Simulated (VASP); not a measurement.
Runs of VASP 6.6.1 on BeTe. The structure is that of space group F-43m (No. 216), or close to it. The cells are those of the table. 

```tsv
task	level	cell	gap on the mesh (eV)	pressure (GPa)
electric field gradients	PBE	a = 3.884 Å, angles 60.0°, 2 atoms	(a)	(c)
single point	PBEsol	a = 3.917 Å, angles 60.0°, 2 atoms	1.76	2.5
single point	PBE	a = 3.851 Å, angles 60.0°, 2 atoms	(b)	8.6
single point	PBE	a = 3.917 Å, angles 60.0°, 2 atoms	1.87	4.5
single point	PBE	a = 3.982 Å, angles 60.0°, 2 atoms	1.99	1.2
```

Alike in all rows: potentials or basis VASP PAW PBE potentials, release 64 (Be, Te); no spin polarisation; k mesh 11 × 11 × 11; cutoff (eV) 520; smearing fermi-dirac 0.05 eV.

Question: Estimate the missing entries.

Answer: (a) 1.81; (b) 1.73; (c) 6.4.

Caveats: spin-orbit coupling is left out, which moves the levels of the heavy elements; the PAW data sets were made with another functional, which shifts forces and pressure a little (some runs).

A k mesh can miss the band edges, and the runs leave out spin-orbit coupling on Te.
